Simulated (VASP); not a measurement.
# Au (Pm-3m) in VASP: a series of runs

The runs below take Au through single point, with PBE.

Everything below comes from runs of VASP 6.6.1. Logs are shortened: lines on timing, memory, paths and dates and some standing lists are left out, and cuts for length are marked.

## 1. The cell of the first run

The structure is cubic, space group Pm-3m (No. 221). Conventional cell: a = 2.692 Å, b = 2.692 Å, c = 2.692 Å, α = 90.00°, β = 90.00°, γ = 90.00°. Au (site symmetry m-3m) has 6 Au at 2.69 Å within 3.5 Å.

## 2. Single point, PBE

File INCAR:

```
SYSTEM = Au
ALGO = Normal ; EDIFF = 1E-6
ENCUT = 520 ; GGA = PE
ISIF = 2 ; ISMEAR = -1
LASPH = .True. ; LCHARG = .False.
LREAL = .False. ; LWAVE = .False.
NBANDS = 12 ; NELM = 80
PREC = Accurate ; SIGMA = 0.06122561905347299
```

File KPOINTS:

```
k-points
0
Gamma
  39 39 39
  0 0 0
```

File POSCAR:

```
Au
1.0
    2.6922267600      0.0000000000      0.0000000000
    0.0000000000      2.6922267600      0.0000000000
    0.0000000000      0.0000000000      2.6922267600
Au
1
Direct
    0.0000000000      0.0000000000      0.0000000000
```

Potentials or basis: VASP PAW PBE potentials, release 64 (Au).

Command:

```
> cat potpaw_PBE.64/Au/POTCAR > POTCAR
> mpirun -np 1 vasp_std > vasp.out
```

OUTCAR:

```text
SYSTEM = Au
   EDIFF = 1E-6
   ENCUT = 520
   GGA = PE
   ISIF = 2
   ISMEAR = -1
   LASPH = .True.
   LREAL = .False.
   NELM = 80
   PREC = Accurate

 ion  position               nearest neighbor table
   1  0.000  0.000  0.000-

  LATTYP: Found a simple cubic cell.
 ALAT       =     2.6922267600

  Lattice vectors:

 A1 = (   2.6922267600,   0.0000000000,   0.0000000000)
 A2 = (   0.0000000000,   2.6922267600,   0.0000000000)
 A3 = (   0.0000000000,   0.0000000000,   2.6922267600)

Analysis of symmetry for initial positions (statically):
=====================================================================
 Subroutine PRICEL returns:
 Original cell was already a primitive cell.

 Routine SETGRP: Setting up the symmetry group for a
 simple cubic supercell.

 Subroutine GETGRP returns: Found 48 space group operations
 (whereof 48 operations were pure point group operations)
 out of a pool of 48 trial point group operations.

The static configuration has the point symmetry O_h .

Analysis of symmetry for dynamics (positions and initial velocities):
=====================================================================
 Subroutine PRICEL returns:
 Original cell was already a primitive cell.

 Routine SETGRP: Setting up the symmetry group for a
 simple cubic supercell.

 Subroutine GETGRP returns: Found 48 space group operations
 (whereof 48 operations were pure point group operations)
 out of a pool of 48 trial point group operations.

The dynamic configuration has the point symmetry O_h .

 Subroutine INISYM returns: Found 48 space group operations
 (whereof 48 operations are pure point group operations),
 and found     1 'primitive' translations

----------------------------------------------------------------------------------------

                                     Primitive cell

  volume of cell :      19.5135

  direct lattice vectors                    reciprocal lattice vectors
     2.692226760  0.000000000  0.000000000     0.371439737  0.000000000  0.000000000
     0.000000000  2.692226760  0.000000000     0.000000000  0.371439737  0.000000000
     0.000000000  0.000000000  2.692226760     0.000000000  0.000000000  0.371439737

  length of vectors
     2.692226760  2.692226760  2.692226760     0.371439737  0.371439737  0.371439737

  position of ions in fractional coordinates (direct lattice)
     0.000000000  0.000000000  0.000000000

  ion indices of the primitive-cell ions
   primitive index   ion index
[... 73 lines left out ...]
   EDIFF  = 0.1E-05   stopping-criterion for ELM
   LREAL  =      F    real-space projection
   EDIFFG = 0.1E-04   stopping-criterion for IOM
   NSW    =      0    number of steps for IOM
   IBRION =     -1    ionic relax: 0-MD 1-quasi-New 2-CG
   NFREE  =      0    steps in history (QN), initial steepest desc. (CG)
   ISIF   =      2    stress and relaxation
   ISYM   =      2    0-nonsym 1-usesym 2-fastsym
   POTIM  = 0.5000    time-step for ionic-motion
   TEBEG  =    0.0;   TEEND  =   0.0 temperature during run
   PSTRESS=    0.0 pullay stress
   NELECT =      11.0000    total number of electrons
   NUPDOWN=      -1.0000    fix difference up-down
   EMIN   =  10.00;   EMAX   =-10.00  energy-range for DOS
   EFERMI =   0.00;   METHOD = LEGACY
   ISMEAR =    -1;   SIGMA  =   0.06  broadening in eV -4-tet -1-fermi 0-gaus
   EFERMI_NEDOS =   21; number of points for ismear=-14 and -15
   IALGO  =     38    algorithm
   IMIX   =      4    mixing-type and parameters
     AMIX     =   0.40;   BMIX     =  1.00
     AMIX_MAG =   1.60;   BMIX_MAG =  1.00
  volume/ion in A,a.u.               =      19.51       131.68
  Fermi-wavevector in a.u.,A,eV,Ry     =   1.352366  2.555600 24.883593  1.828892
  Thomas-Fermi vector in A             =   2.479710
   LORBIT       =      0    0 simple, 1 ext, 2 COOP (PROOUT), +10 PAW based schemes
   GGA     = PE    functional components
   LHFCALC =     F    Hartree Fock is set to
   AEXX    =    0.0000 exact exchange contribution
   IVDW    =     0    specifies the selected vdW correction
   LEPSILON=     F    determine dielectric tensor
   LRPA    =     F    only Hartree local field effects (RPA)
 non-spin polarized calculation
  energy-cutoff  :      520.00
  volume of cell :       19.51
 maximum number of plane-waves:       552
   NGX = 11   NGY = 11   NGZ = 11

 number of electron      11.0000001 magnetization

 Free energy of the ion-electron system (eV)
  ---------------------------------------------------
  ext. energy  EPLUGINS =         0.00000000
  ---------------------------------------------------
  free energy    TOTEN  =        -2.99656658 eV

  energy without entropy =       -2.99224660  energy(sigma->0) =       -2.99440659

 E-fermi :   7.0504     XC(G=0): -11.7801

 val. band max:        7.0450556839   @ k =   0.4615   0.1282   0.0256
 cond. band min:       7.0547302250   @ k =   0.3846   0.2308   0.2051
 fundamental gap:      0.0096745412
 Fermi energy:         7.0503698422

 k-point     1 :       0.0000    0.0000    0.0000
  band No.  band energies     occupation
      1      -1.1588      2.00000
      2       1.0727      2.00000
      3       1.0727      2.00000
      4       5.6797      2.00000
      5       5.6797      2.00000
      6       5.6797      2.00000
      7      21.2993      0.00000
      8      21.2993      0.00000
      9      21.2993      0.00000
     10      26.4182      0.00000
     11      28.9231      0.00000
     12      28.9231      0.00000
[... 331 lines left out ...]
 k-point    24 :       0.1026    0.0256    0.0000
  band No.  band energies     occupation
      1      -0.8782      2.00000
      2       1.1252      2.00000
      3       1.2987      2.00000
      4       5.4822      2.00000
      5       5.4958      2.00000
      6       5.6830      2.00000
      7      19.4583      0.00000
      8      21.5868      0.00000
      9      21.7703      0.00000
     10      27.3691      0.00000
     11      28.0194      0.00000
     12      30.2405      0.00000

 [... further k-points ...]
[... 5 lines left out ...]
  --------------------------------------------------------------------------------------
  -------------------------------------------------------------------------------------
  Total        0.9186469      0.9186469      0.9186469      0.0000000      0.0000000      0.0000000
  in kB       75.4265598     75.4265598     75.4265598      0.0000000      0.0000000      0.0000000
  external PRESSURE =      75.4265598 kB  Pullay stress =       0.0000000 kB

 VOLUME and BASIS-vectors are now :
 -----------------------------------------------------------------------------
  energy-cutoff  :      520.00
  volume of cell :       19.51
      direct lattice vectors                 reciprocal lattice vectors
     2.692226760  0.000000000  0.000000000     0.371439737  0.000000000  0.000000000
     0.000000000  2.692226760  0.000000000     0.000000000  0.371439737  0.000000000
     0.000000000  0.000000000  2.692226760     0.000000000  0.000000000  0.371439737

 POSITION                                       TOTAL-FORCE (eV/Angst)
 -----------------------------------------------------------------------------------
      0.00000      0.00000      0.00000         0.000000      0.000000      0.000000
 -----------------------------------------------------------------------------------
    total drift:                               -0.000000      0.000000     -0.000000

  FREE ENERGIE OF THE ION-ELECTRON SYSTEM (eV)
  ---------------------------------------------------
  free  energy   TOTEN  =        -2.9965665836 eV

  energy  without entropy=       -2.9922465974  energy(sigma->0) =       -2.99440659
```

Wall time 6.1 min (1 thread of AMD EPYC 7R13, shared host); peak memory 0.4 GiB.

What came out:

| Property | Result |
| --- | --- |
| Free energy | -2.9966 eV |
| Pressure | 7.5 GPa |

Caveat: spin-orbit coupling is left out, which moves the levels of the heavy elements.

## 3. Single point, PBE

This run uses another cell than the first one, of 20.34 Å³/atom, 1.043 times its volume.

File INCAR:

```
SYSTEM = Au
  ALGO = Normal
  EDIFF = 1E-6
  ENCUT = 520
  GGA = PE
  ISIF = 2
  ISMEAR = -1
  LASPH = .True.
  LCHARG = .False.
  LREAL = .False.
  LWAVE = .False.
  NBANDS = 12
  NELM = 100
  PREC = Accurate
  SIGMA = 0.06122561905347299
```

KPOINTS is that of step 2.

File POSCAR:

```
Au
1.0
    2.7298851584      0.0000000000      0.0000000000
    0.0000000000      2.7298851584      0.0000000000
    0.0000000000      0.0000000000      2.7298851584
Au
1
Direct
    0.0000000000      0.0000000000      0.0000000000
```

Potentials or basis: VASP PAW PBE potentials, release 64 (Au).

Command:

```
> cat potpaw_PBE.64/Au/POTCAR > POTCAR
> mpirun -np 1 vasp_std > vasp.out
```

It took 6.2 min on 1 thread of AMD EPYC 7R13, shared host; peak memory 0.4 GiB.

The run converged. Its results:

| Quantity | Value |
| --- | --- |
| Free energy | -3.0215 eV |
| Pressure | 2.1 GPa |

Levels at points of the mesh, in eV from the Fermi level:
```csv
k point,band 3,band 4,band 5,band 6,band 7,band 8,band 9,band 10
"(0.00, 0.00, 0.00)",-5.69,-1.38,-1.38,-1.38,14.01,14.01,14.01,18.91
```

Caveat: spin-orbit coupling is left out, which moves the levels of the heavy elements.

## 4. Single point, PBE

This run uses another cell than the first one, of 20.76 Å³/atom, 1.064 times its volume.

File INCAR:

```
PREC = Accurate
ENCUT = 520
EDIFF = 1E-7
ISMEAR = -1
SIGMA = 0.06122561905347299
LREAL = F
LASPH = T
NELM = 80
ALGO = Normal
ISIF = 2
LWAVE = F
LCHARG = F
GGA = PE
NBANDS = 12
```

File KPOINTS:

```
regular mesh
0
Gamma
  39 39 39
```

File POSCAR:

```
Au
1.0
    2.7483308880      0.0000000000      0.0000000000
    0.0000000000      2.7483308880      0.0000000000
    0.0000000000      0.0000000000      2.7483308880
Au
1
Direct
    0.0000000000      0.0000000000      0.0000000000
```

Potentials or basis: VASP PAW PBE potentials, release 64 (Au).

Command:

```
> cat potpaw_PBE.64/Au/POTCAR > POTCAR
> mpirun -np 1 vasp_std > vasp.out
```

OUTCAR:

```text
PREC = Accurate
   ENCUT = 520
   EDIFF = 1E-7
   ISMEAR = -1
   LREAL = F
   LASPH = T
   NELM = 80
   ISIF = 2
   GGA = PE

 ion  position               nearest neighbor table
   1  0.000  0.000  0.000-

  LATTYP: Found a simple cubic cell.
 ALAT       =     2.7483308880

  Lattice vectors:

 A1 = (   2.7483308880,   0.0000000000,   0.0000000000)
 A2 = (   0.0000000000,   2.7483308880,   0.0000000000)
 A3 = (   0.0000000000,   0.0000000000,   2.7483308880)

Analysis of symmetry for initial positions (statically):
=====================================================================
 Subroutine PRICEL returns:
 Original cell was already a primitive cell.

 Routine SETGRP: Setting up the symmetry group for a
 simple cubic supercell.

 Subroutine GETGRP returns: Found 48 space group operations
 (whereof 48 operations were pure point group operations)
 out of a pool of 48 trial point group operations.

The static configuration has the point symmetry O_h .

Analysis of symmetry for dynamics (positions and initial velocities):
=====================================================================
 Subroutine PRICEL returns:
 Original cell was already a primitive cell.

 Routine SETGRP: Setting up the symmetry group for a
 simple cubic supercell.

 Subroutine GETGRP returns: Found 48 space group operations
 (whereof 48 operations were pure point group operations)
 out of a pool of 48 trial point group operations.

The dynamic configuration has the point symmetry O_h .

 Subroutine INISYM returns: Found 48 space group operations
 (whereof 48 operations are pure point group operations),
 and found     1 'primitive' translations

----------------------------------------------------------------------------------------

                                     Primitive cell
[... 106 lines left out ...]
   IALGO  =     38    algorithm
   IMIX   =      4    mixing-type and parameters
     AMIX     =   0.40;   BMIX     =  1.00
     AMIX_MAG =   1.60;   BMIX_MAG =  1.00
  volume/ion in A,a.u.               =      20.76       140.09
  Fermi-wavevector in a.u.,A,eV,Ry     =   1.324758  2.503431 23.878021  1.754985
  Thomas-Fermi vector in A             =   2.454269
   LORBIT       =      0    0 simple, 1 ext, 2 COOP (PROOUT), +10 PAW based schemes
   GGA     = PE    functional components
   LHFCALC =     F    Hartree Fock is set to
   AEXX    =    0.0000 exact exchange contribution
   IVDW    =     0    specifies the selected vdW correction
   LEPSILON=     F    determine dielectric tensor
   LRPA    =     F    only Hartree local field effects (RPA)
 non-spin polarized calculation
  energy-cutoff  :      520.00
  volume of cell :       20.76
 maximum number of plane-waves:       587
   NGX = 11   NGY = 11   NGZ = 11

 number of electron      10.9999996 magnetization

 Free energy of the ion-electron system (eV)
  ---------------------------------------------------
  ext. energy  EPLUGINS =         0.00000000
  ---------------------------------------------------
  free energy    TOTEN  =        -3.02413508 eV

  energy without entropy =       -3.02057395  energy(sigma->0) =       -3.02235452

 E-fermi :   6.2277     XC(G=0): -11.4248

 val. band max:        6.2177324982   @ k =   0.3846   0.2564   0.1795
 cond. band min:       6.2300027671   @ k =   0.4103   0.2308   0.1026
 fundamental gap:      0.0122702689
 Fermi energy:         6.2277158977

 k-point     1 :       0.0000    0.0000    0.0000
  band No.  band energies     occupation
      1      -1.4742      2.00000
      2       0.6713      2.00000
      3       0.6713      2.00000
      4       4.8308      2.00000
      5       4.8308      2.00000
      6       4.8308      2.00000
      7      20.1120      0.00000
      8      20.1120      0.00000
      9      20.1120      0.00000
     10      24.9193      0.00000
     11      27.3531      0.00000
     12      27.3531      0.00000
[... 331 lines left out ...]
 k-point    24 :       0.1026    0.0256    0.0000
  band No.  band energies     occupation
      1      -1.2086      2.00000
      2       0.7188      2.00000
      3       0.8774      2.00000
      4       4.6563      2.00000
      5       4.6683      2.00000
      6       4.8337      2.00000
      7      18.3004      0.00000
      8      20.3700      0.00000
      9      20.5498      0.00000
     10      25.8348      0.00000
     11      26.6246      0.00000
     12      28.6659      0.00000

 [... further k-points ...]
[... 5 lines left out ...]
  --------------------------------------------------------------------------------------
  -------------------------------------------------------------------------------------
  Total       -0.0239293     -0.0239293     -0.0239293      0.0000000     -0.0000000      0.0000000
  in kB       -1.8468558     -1.8468558     -1.8468558      0.0000000     -0.0000000      0.0000000
  external PRESSURE =      -1.8468558 kB  Pullay stress =       0.0000000 kB

 VOLUME and BASIS-vectors are now :
 -----------------------------------------------------------------------------
  energy-cutoff  :      520.00
  volume of cell :       20.76
      direct lattice vectors                 reciprocal lattice vectors
     2.748330888  0.000000000  0.000000000     0.363857207  0.000000000  0.000000000
     0.000000000  2.748330888  0.000000000     0.000000000  0.363857207  0.000000000
     0.000000000  0.000000000  2.748330888     0.000000000  0.000000000  0.363857207

 POSITION                                       TOTAL-FORCE (eV/Angst)
 -----------------------------------------------------------------------------------
      0.00000      0.00000      0.00000         0.000000      0.000000      0.000000
 -----------------------------------------------------------------------------------
    total drift:                               -0.000000     -0.000000     -0.000000

  FREE ENERGIE OF THE ION-ELECTRON SYSTEM (eV)
  ---------------------------------------------------
  free  energy   TOTEN  =        -3.0241350840 eV

  energy  without entropy=       -3.0205739464  energy(sigma->0) =       -3.02235452
```

stdout:

```text
POSCAR found type information on POSCAR Au
 POSCAR found :  1 types and       1 ions
 scaLAPACK will be used
 LDA part: xc-table for (Slater+PW92), standard interpolation
 POSCAR, INCAR and KPOINTS ok, starting setup
 FFT: planning ... GRIDC
 FFT: planning ... GRID_SOFT
 FFT: planning ... GRID
 WAVECAR not read
 entering main loop
```

Wall time 5.6 min (1 thread of AMD EPYC 7R13, shared host); peak memory 0.42 GiB.

Results:

```
Free energy : -3.0241 eV
Pressure    : -0.2 GPa
```

Caveat: spin-orbit coupling is left out, which moves the levels of the heavy elements.

## 5. Overview

```tsv
cell	gap on the mesh (eV)	pressure (GPa)
a = 2.692 Å, 1 atom	none	7.5
a = 2.730 Å, 1 atom	none	2.1
a = 2.748 Å, 1 atom	none	-0.2
```

Alike in all rows: task single point; level PBE; potentials or basis VASP PAW PBE potentials, release 64 (Au); no spin polarisation; k mesh 39 × 39 × 39; cutoff (eV) 520; smearing fermi-dirac 0.0612256 eV.

Caveats: spin-orbit coupling is left out, which moves the levels of the heavy elements.

Total energies depend on the potentials used, so only differences within one code and one set of settings carry meaning.
